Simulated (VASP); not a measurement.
# CuO (Cc) in VASP: further runs, part 2 of 2

VASP 6.6.1. Earlier steps stand in the parts before.

### 3 Single point, RPBE

This run uses another cell than the first one, of 10.37 Å³/atom.

Input file INCAR:

```
PREC     = Accurate       # precision mode
ENCUT    = 700            # plane-wave cutoff, eV
EDIFF    = 1E-6           # SCF threshold, eV
ISMEAR   = -1             # smearing method
SIGMA    = 0.05           # smearing width, eV
LREAL    = F              # projectors in reciprocal space
LASPH    = T              # aspherical terms in the spheres
NELM     = 120            # most SCF steps
ALGO     = Normal         # electronic algorithm
ISIF     = 2              # what is computed and relaxed
LWAVE    = F              # write WAVECAR
LCHARG   = F              # write CHGCAR
GGA      = RP             # functional
NBANDS   = 33             # bands
GGA_COMPAT= F
```

Input file KPOINTS:

```
regular mesh
0
Gamma
  10 10 5
```

Input file POSCAR:

```
CuO
1.0
    2.3601779360     -1.7247473506      0.0000000000
    2.3601779360      1.7247473506      0.0000000000
   -0.8662535568      0.0000000000      5.0929435705
Cu O
2 2
Direct
    0.4968000000      0.0032000000      0.5000000000
    0.0032000000      0.4968000000      0.0000000000
    0.4056000000      0.5714000000      0.7537000000
    0.5714000000      0.4056000000      0.2537000000
```

Potentials or basis: VASP PAW PBE potentials, release 64 (Cu_sv_GW, O).

On the command line:

```
$ cat potpaw_PBE.64/Cu_sv_GW/POTCAR potpaw_PBE.64/O/POTCAR > POTCAR
$ mpirun -np 1 vasp_std > vasp.out
```

OUTCAR:

```text
PREC = Accurate
   ENCUT = 700
   EDIFF = 1E-6
   ISMEAR = -1
   LREAL = F
   LASPH = T
   NELM = 120
   ISIF = 2
   GGA = RP

 ion  position               nearest neighbor table
   1  0.497  0.003  0.500-   4 1.92   3 1.95   4 1.99   3 2.03
   2  0.003  0.497  0.000-   3 1.92   4 1.95   3 1.99   4 2.03
   3  0.406  0.571  0.754-   2 1.92   1 1.95   2 1.99   1 2.03
   4  0.571  0.406  0.254-   1 1.92   2 1.95   1 1.99   2 2.03

  LATTYP: Found a base centered monoclinic cell.
 ALAT       =     4.7203558720
 B/A-ratio  =     0.7307700510
 C/A-ratio  =     1.0944277397
 COS(beta)  =    -0.1676807457

  Lattice vectors:

 A1 = (   2.3601779360,  -1.7247473506,   0.0000000000)
 A2 = (   2.3601779360,   1.7247473506,   0.0000000000)
 A3 = (  -0.8662535568,   0.0000000000,   5.0929435705)

Analysis of symmetry for initial positions (statically):
=====================================================================
 Subroutine PRICEL returns:
 Original cell was already a primitive cell.

 Routine SETGRP: Setting up the symmetry group for a
[... 171 lines left out ...]

  energy without entropy =      -17.88173542  energy(sigma->0) =      -17.89146563

 E-fermi :   5.6194     XC(G=0): -11.9059

 val. band max:        5.6184678189   @ k =  -0.4000   0.2000   0.4000
 cond. band min:       5.6270275101   @ k =   0.4000   0.2000   0.4000
 fundamental gap:      0.0085596912
 Fermi energy:         5.6194362794

 k-point     1 :       0.0000    0.0000    0.0000
  band No.  band energies     occupation
      1    -107.0458      2.00000
      2    -107.0454      2.00000
      3     -64.5059      2.00000
      4     -64.5058      2.00000
      5     -64.4826      2.00000
      6     -64.4744      2.00000
[... 853 lines left out ...]
     32      18.8483      0.00000
     33      19.9791      0.00000

 [... further k-points ...]

------------------------ aborting loop because EDIFF is reached ----------------------------------------

  FORCE on cell =-STRESS in cart. coord.  units (eV):
  Direction    XX          YY          ZZ          XY          YZ          ZX
  --------------------------------------------------------------------------------------
  -------------------------------------------------------------------------------------
  Total        1.1633342      1.4254108      1.0093142      0.0000000      0.0000000     -0.4239498
  in kB       44.9516844     55.0784278     39.0002950      0.0000000      0.0000000    -16.3815854
  external PRESSURE =      46.3434690 kB  Pullay stress =       0.0000000 kB

 VOLUME and BASIS-vectors are now :
 -----------------------------------------------------------------------------
  energy-cutoff  :      700.00
  volume of cell :       41.46
      direct lattice vectors                 reciprocal lattice vectors
     2.360177936 -1.724747351  0.000000000     0.211848434 -0.289897532  0.036033083
     2.360177936  1.724747351  0.000000000     0.211848434  0.289897532  0.036033083
    -0.866253557  0.000000000  5.092943571     0.000000000  0.000000000  0.196350104

 POSITION                                       TOTAL-FORCE (eV/Angst)
 -----------------------------------------------------------------------------------
      0.74696     -0.85134      2.54647        -0.609501     -0.334175      0.236448
      1.18009      0.85134      0.00000        -0.609501      0.334175      0.236448
      1.65300      0.28596      3.83855         0.609501     -0.290462     -0.236448
      2.08613     -0.28596      1.29208         0.609501      0.290462     -0.236448
 -----------------------------------------------------------------------------------
    total drift:                                0.000970      0.000000     -0.000585

  FREE ENERGIE OF THE ION-ELECTRON SYSTEM (eV)
  ---------------------------------------------------
  free  energy   TOTEN  =       -17.9011958379 eV

  energy  without entropy=      -17.8817354219  energy(sigma->0) =      -17.89146563
```

stdout:

```text
POSCAR found type information on POSCAR CuO
 POSCAR found :  2 types and       4 ions
 scaLAPACK will be used
 -----------------------------------------------------------------------------
|                                                                             |
|                                                                             |
|     You enforced a specific xc type in the INCAR file but a different       |
|     I HOPE YOU KNOW WHAT YOU ARE DOING!                                     |
|                                                                             |
 -----------------------------------------------------------------------------

 LDA part: xc-table for (Slater+PW92), standard interpolation
 POSCAR, INCAR and KPOINTS ok, starting setup
 FFT: planning ... GRIDC
 FFT: planning ... GRID_SOFT
 FFT: planning ... GRID
 WAVECAR not read
 entering main loop
```

It used 330 s of CPU time on 1 thread of Intel(R) Xeon(R) Platinum 8488C (Sapphire Rapids) (shared host).

What came out:

```yaml
Free_energy: -17.9012 eV
Pressure: 4.6 GPa
Largest_force: 0.734 eV/Å
Band_gap_on_the_k_mesh: zero (bands 25 and 26 overlap by 0.59 eV)
```

Forces in eV/Å, atoms in the order of the input:
```
Cu  -0.610 -0.334  0.236
Cu  -0.610  0.334  0.236
O    0.610 -0.290 -0.236
O    0.610  0.290 -0.236
```

Caveat: the cell stands under pressure; the PAW data sets were made with another functional, which shifts forces and pressure a little; semilocal functionals often make such compounds metallic where correlation or magnetic order opens a gap, which also shifts bond lengths. With open d or f shells a metallic result of RPBE can be an artefact of self-interaction; +U or a hybrid may open a gap.

### 4 Single point, LDA

This run uses another cell than the first one, of 10.16 Å³/atom.

Input file INCAR:

```
  ALGO = Normal
  EDIFF = 1E-6
  ENCUT = 700
  GGA = CA
  GGA_COMPAT = False
  ISIF = 2
  ISMEAR = -1
  LASPH = True
  LCHARG = False
  LREAL = False
  LWAVE = False
  NBANDS = 33
  NELM = 120
  PREC = Accurate
  SIGMA = 0.05
```

Input file KPOINTS:

```
k-points
0
Gamma
  10 10 5
```

Input file POSCAR:

```
CuO
1.0
    2.3446500000     -1.7134000000      0.0000000000
    2.3446500000      1.7134000000      0.0000000000
   -0.8605543552      0.0000000000      5.0594363927
Cu O
2 2
Direct
    0.4968000000      0.0032000000      0.5000000000
    0.0032000000      0.4968000000      0.0000000000
    0.4056000000      0.5714000000      0.7537000000
    0.5714000000      0.4056000000      0.2537000000
```

Potentials or basis: VASP PAW LDA potentials, release 64 (Cu_sv_GW, O).

On the command line:

```
$ cat potpaw_LDA.64/Cu_sv_GW/POTCAR potpaw_LDA.64/O/POTCAR > POTCAR
$ mpirun -np 1 vasp_std > vasp.out
```

It took 5.7 min on 1 thread of Intel Xeon Platinum 8259CL at 2.50GHz (Skylake/Cascade Lake), shared host; peak memory 0.38 GiB.

Results (log left out):

```
Free energy            : -23.4173 eV
Pressure               : -12.0 GPa
Largest force          : 0.791 eV/Å
Band gap on the k mesh : zero (bands 25 and 26 overlap by 0.60 eV)
```

Forces in eV/Å, atoms in the order of the input:
```
Cu  -0.582 -0.304  0.219
Cu  -0.582  0.304  0.219
O    0.582 -0.488 -0.219
O    0.582  0.488 -0.219
```

Stress tensor (GPa, compression positive):
```
-12.84   0.00  -0.29
  0.00  -8.50   0.00
 -0.29   0.00 -14.53
```

Levels at points of the mesh, in eV from the Fermi level:
```
           k point  band 21  band 22  band 23  band 24  band 25  band 26  band 27  band 28  band 29  band 30
(0.00, 0.00, 0.00)    -2.31    -2.20    -2.13    -1.62     0.23     0.92     1.69     5.93     8.02    13.13
(0.50, 0.00, 0.00)    -2.02    -1.57    -1.47    -1.38    -0.04     0.29     4.73     6.19     6.84    10.93
(0.50, 0.50, 0.00)    -2.12    -2.11    -1.68    -1.20    -0.64     1.07     3.24     6.86     8.40     9.82
```

Caveat: the cell stands under tension; semilocal functionals often make such compounds metallic where correlation or magnetic order opens a gap, which also shifts bond lengths. With open d or f shells a metallic result of LDA can be an artefact of self-interaction; +U or a hybrid may open a gap.

### 5 Single point, r2SCAN

This run uses another cell than the first one, of 10.16 Å³/atom.

POSCAR is that of step 4.

Input file INCAR.step1:

```
PREC     = Accurate       # precision mode
ENCUT    = 770            # plane-wave cutoff, eV
ISMEAR   = -1             # smearing method
SIGMA    = 0.05           # smearing width, eV
LREAL    = F              # projectors in reciprocal space
LASPH    = T              # aspherical terms in the spheres
NELM     = 120            # most SCF steps
NBANDS   = 33             # bands
GGA      = PE             # functional
ALGO     = Normal         # electronic algorithm
EDIFF    = 1E-5           # SCF threshold, eV
LWAVE    = T              # write WAVECAR
LCHARG   = F              # write CHGCAR
GGA_COMPAT= F
```

Input file INCAR.step2:

```
PREC     = Accurate       # precision mode
ENCUT    = 770            # plane-wave cutoff, eV
EDIFF    = 1E-6           # SCF threshold, eV
ISMEAR   = -1             # smearing method
SIGMA    = 0.05           # smearing width, eV
LREAL    = F              # projectors in reciprocal space
LASPH    = T              # aspherical terms in the spheres
NELM     = 120            # most SCF steps
ALGO     = Normal         # electronic algorithm
ISIF     = 2              # what is computed and relaxed
LWAVE    = F              # write WAVECAR
LCHARG   = F              # write CHGCAR
METAGGA  = R2SCAN         # meta-GGA
LMIXTAU  = T            
NBANDS   = 33             # bands
ISTART   = 1            
GGA_COMPAT= F
```

Input file KPOINTS:

```
Automatic mesh
0
Gamma
  10 10 5
```

Potentials or basis: VASP PAW PBE potentials, release 64 (Cu_sv_GW, O).

On the command line:

```
$ cat potpaw_PBE.64/Cu_sv_GW/POTCAR potpaw_PBE.64/O/POTCAR > POTCAR
$ cp INCAR.step1 INCAR
$ mpirun -np 1 vasp_std > vasp.out
$ cp INCAR.step2 INCAR
$ mpirun -np 1 vasp_std > vasp.out
```

Wall time 10 min (1 thread of Intel Xeon 6975P-C (Granite Rapids), shared host); peak memory 0.44 GiB.

It converged, with:

| Property | Result |
| --- | --- |
| Free energy | -36.5696 eV |
| Pressure | -3.3 GPa |
| Largest force | 0.757 eV/Å |
| Band gap on the k mesh | zero (bands 25 and 26 overlap by 0.59 eV) |

Forces on the atoms (eV/Å):
```
Cu  -0.621 -0.360  0.242
Cu  -0.621  0.360  0.242
O    0.621 -0.327 -0.242
O    0.621  0.327 -0.242
```

Stress tensor (GPa, compression positive):
```
-3.77  0.00 -1.04
 0.00 -1.71  0.00
-1.04  0.00 -4.50
```

Levels at points of the mesh, in eV from the Fermi level:
| k point | band 21 | band 22 | band 23 | band 24 | band 25 | band 26 | band 27 | band 28 | band 29 | band 30 |
| --- | --- | --- | --- | --- | --- | --- | --- | --- | --- | --- |
| (0.00, 0.00, 0.00) | -2.50 | -2.41 | -2.31 | -1.87 | 0.19 | 0.94 | 2.00 | 6.48 | 8.66 | 13.94 |
| (0.50, 0.00, 0.00) | -2.28 | -1.79 | -1.67 | -1.56 | -0.02 | 0.30 | 5.26 | 6.78 | 7.41 | 11.71 |
| (0.50, 0.50, 0.00) | -2.34 | -2.28 | -1.68 | -1.40 | -0.77 | 1.10 | 3.69 | 7.50 | 8.97 | 10.64 |

Caveat: the cell stands under tension; the PAW data sets were made with another functional, which shifts forces and pressure a little; semilocal functionals often make such compounds metallic where correlation or magnetic order opens a gap, which also shifts bond lengths.

### 6 Single point, r2SCAN

This run uses another cell than the first one, of 9.96 Å³/atom.

Input file POSCAR:

```
CuO
1.0
    2.3289136198     -1.7019003246      0.0000000000
    2.3289136198      1.7019003246      0.0000000000
   -0.8547786486      0.0000000000      5.0254794206
Cu O
2 2
Direct
    0.4968000000      0.0032000000      0.5000000000
    0.0032000000      0.4968000000      0.0000000000
    0.4056000000      0.5714000000      0.7537000000
    0.5714000000      0.4056000000      0.2537000000
```

Input file INCAR.step1:

```
ALGO     = Normal         # electronic algorithm
EDIFF    = 1E-5           # SCF threshold, eV
ENCUT    = 770            # plane-wave cutoff, eV
GGA      = PE             # functional
GGA_COMPAT= False        
ISMEAR   = -1             # smearing method
LASPH    = True           # aspherical terms in the spheres
LCHARG   = False          # write CHGCAR
LREAL    = False          # projectors in reciprocal space
LWAVE    = True           # write WAVECAR
NBANDS   = 33             # bands
NELM     = 120            # most SCF steps
PREC     = Accurate       # precision mode
SIGMA    = 0.05           # smearing width, eV
```

Input file INCAR.step2:

```
ALGO     = Normal         # electronic algorithm
EDIFF    = 1E-6           # SCF threshold, eV
ENCUT    = 770            # plane-wave cutoff, eV
GGA_COMPAT= False        
ISIF     = 2              # what is computed and relaxed
ISMEAR   = -1             # smearing method
ISTART   = 1            
LASPH    = True           # aspherical terms in the spheres
LCHARG   = False          # write CHGCAR
LMIXTAU  = True         
LREAL    = False          # projectors in reciprocal space
LWAVE    = False          # write WAVECAR
METAGGA  = R2SCAN         # meta-GGA
NBANDS   = 33             # bands
NELM     = 120            # most SCF steps
PREC     = Accurate       # precision mode
SIGMA    = 0.05           # smearing width, eV
```

Input file KPOINTS:

```
k-points
0
Gamma
  10 10 5
```

Potentials or basis: VASP PAW PBE potentials, release 64 (Cu_sv_GW, O).

On the command line:

```
$ cat potpaw_PBE.64/Cu_sv_GW/POTCAR potpaw_PBE.64/O/POTCAR > POTCAR
$ cp INCAR.step1 INCAR
$ mpirun -np 1 vasp_std > vasp.out
$ cp INCAR.step2 INCAR
$ mpirun -np 1 vasp_std > vasp.out
```

Wall time 14 min (1 thread of AMD EPYC 9R45 (Zen 5), shared host); peak memory 0.41 GiB.

Results (log left out):

```
Free energy            : -36.5669 eV
Pressure               : 0.6 GPa
Largest force          : 0.822 eV/Å
Band gap on the k mesh : zero (bands 25 and 26 overlap by 0.59 eV)
```

Forces on the atoms (eV/Å):
```
Cu  -0.671 -0.393  0.264
Cu  -0.671  0.393  0.264
O    0.671 -0.263 -0.264
O    0.671  0.263 -0.264
```

Stress tensor (GPa, compression positive):
```
 0.29  0.00 -1.61
 0.00  1.33  0.00
-1.61  0.00  0.16
```

Levels at points of the mesh, in eV from the Fermi level:
```csv
k point,band 23,band 24,band 25,band 26,band 27,band 28
"(0.00, 0.00, 0.00)",-2.38,-1.91,0.19,0.96,2.07,6.50
"(0.50, 0.00, 0.00)",-1.72,-1.60,-0.02,0.30,5.25,6.87
"(0.50, 0.50, 0.00)",-1.70,-1.43,-0.78,1.12,3.63,7.58
```

Caveat: the PAW data sets were made with another functional, which shifts forces and pressure a little; semilocal functionals often make such compounds metallic where correlation or magnetic order opens a gap, which also shifts bond lengths. With open d or f shells a metallic result of r2SCAN can be an artefact of self-interaction; +U or a hybrid may open a gap.

### 7 The runs side by side

| level | potentials or basis | cell | cutoff (eV) | gap on the mesh (eV) | pressure (GPa) | largest force (eV/Å) |
| --- | --- | --- | --- | --- | --- | --- |
| RPBE | VASP PAW PBE potentials, release 64 (Cu_sv_GW, O) | a = 2.942, b = 2.942, c = 5.200 Å, angles 97.8, 97.8, 72.3°, 4 atoms | 700 | none | 1.4 | 0.70 |
| RPBE | VASP PAW PBE potentials, release 64 (Cu_sv_GW, O) | a = 2.923, b = 2.923, c = 5.166 Å, angles 97.8, 97.8, 72.3°, 4 atoms | 700 | none | 4.6 | 0.73 |
| LDA | VASP PAW LDA potentials, release 64 (Cu_sv_GW, O) | a = 2.904, b = 2.904, c = 5.132 Å, angles 97.8, 97.8, 72.3°, 4 atoms | 700 | none | -12.0 | 0.79 |
| r2SCAN | VASP PAW PBE potentials, release 64 (Cu_sv_GW, O) | a = 2.904, b = 2.904, c = 5.132 Å, angles 97.8, 97.8, 72.3°, 4 atoms | 770 | none | -3.3 | 0.76 |
| r2SCAN | VASP PAW PBE potentials, release 64 (Cu_sv_GW, O) | a = 2.884, b = 2.884, c = 5.098 Å, angles 97.8, 97.8, 72.3°, 4 atoms | 770 | none | 0.6 | 0.82 |

Alike in all rows: task single point; no spin polarisation; k mesh 10 × 10 × 5; smearing fermi-dirac 0.05 eV.

Caveats: semilocal functionals often make such compounds metallic where correlation or magnetic order opens a gap, which also shifts bond lengths; the PAW data sets were made with another functional, which shifts forces and pressure a little (at least some runs); the cell stands under tension (at least some runs); the cell stands under pressure (at least some runs).

Total energies depend on the potentials used, so only differences within one code and one set of settings carry meaning.
